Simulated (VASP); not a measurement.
Wanted: the native input for a VASP 6.6.1 run.

| Quantity | Value |
| --- | --- |
| Task | single point |
| Functional | LDA |
| Potentials or basis | VASP PAW LDA potentials, release 64 (Sr_sv, O) |
| Cutoff | 700 eV |
| k mesh | 10 × 10 × 10, shifted |
| Occupations | gaussian, width 0.01 eV |
| Spin | no spin polarisation |
| Dipole correction | no |
| Further INCAR settings | ALGO = Normal; EDIFF = 1e-06; NBANDS = 15; ISYM = -1 |

The structure of SrO lies in POSCAR:

```
SrO
1.0
    0.0000000000      2.3188118479      2.3188118479
    2.3188118479      0.0000000000      2.3188118479
    2.3188118479      2.3188118479      0.0000000000
Sr O
1 1
Direct
    0.0000000000      0.0000000000      0.0000000000
    0.5000000000      0.5000000000      0.5000000000
```

One way to write it, as run:

INCAR

```
SYSTEM = SrO
PREC = Accurate
ENCUT = 700
EDIFF = 1E-6
ISMEAR = 0
SIGMA = 0.01
LREAL = .False.
LASPH = .True.
NELM = 120
ALGO = Normal
ISIF = 2
LWAVE = .False.
LCHARG = .False.
GGA = CA
NBANDS = 15
ISYM = -1
GGA_COMPAT = .False.
```

KPOINTS

```
explicit points
500
Reciprocal
  0.05000000   0.05000000   0.05000000 2
  0.05000000   0.05000000   0.15000000 2
  0.05000000   0.05000000   0.25000000 2
  0.05000000   0.05000000   0.35000000 2
  0.05000000   0.05000000   0.45000000 2
  0.05000000   0.05000000   0.55000000 2
[... 492 lines left out ...]
  0.45000000   0.95000000   0.85000000 2
  0.45000000   0.95000000   0.95000000 2
```

Potentials or basis: VASP PAW LDA potentials, release 64 (Sr_sv, O).

Run with:

```console
$ cat potpaw_LDA.64/Sr_sv/POTCAR potpaw_LDA.64/O/POTCAR > POTCAR
$ mpirun -np 1 vasp_std > vasp.out
```

Results of the run:

```
Pressure               : 52.5 GPa
Band gap on the k mesh : 2.26 eV
```

Caveat: the cell stands under pressure; a shifted mesh leaves out Γ, where band edges can lie.

It took 5.1 min on 1 thread of Intel(R) Xeon(R) Platinum 8175M CPU @ 2.50GHz (Skylake/Cascade Lake), with other jobs on the host, peak memory 0.38 GiB.
